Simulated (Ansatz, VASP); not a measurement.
Two plane-wave programs on Ti2O

```
CELL_PARAMETERS angstrom
2.95525 0.00000 0.00000
-1.47762 2.55932 0.00000
0.00000 0.00000 4.79968
ATOMIC_POSITIONS crystal
Ti 0.66667 0.33333 0.26766
Ti 0.33333 0.66667 0.73234
O 0.00000 0.00000 0.00000
```

Alike in both runs: functional r2SCAN; k mesh 6 × 6 × 4; occupations gaussian, width 0.1 eV; no spin polarisation.

Ansatz relaxed the structure, and its values are those at the end. VASP's run is a single point on that final structure, the one shown.

|  | VASP | Ansatz |
| --- | --- | --- |
| version | VASP 6.6.1 | Ansatz 0.2.0 |
| potentials or method | VASP PAW PBE potentials, release 64 (Ti_sv, O), cutoff 520 eV | scalar-relativistic, plane waves, PAW |
| valence electrons in the cell | 30 | 30 |

```csv
,VASP,Ansatz,Ansatz less VASP
gap on the k mesh at the Fermi level (eV),none,none,-
pressure (GPa),1.1,0.2,-0.91
rms of the force components (eV/Å),0.044,0.014,-0.0299
```

VASP's potentials were made for PBE, not for r2SCAN. A gap of «none» marks a metal or a gap that the smearing closes.

The k mesh is coarse, so the values compare programs but aren't converged.
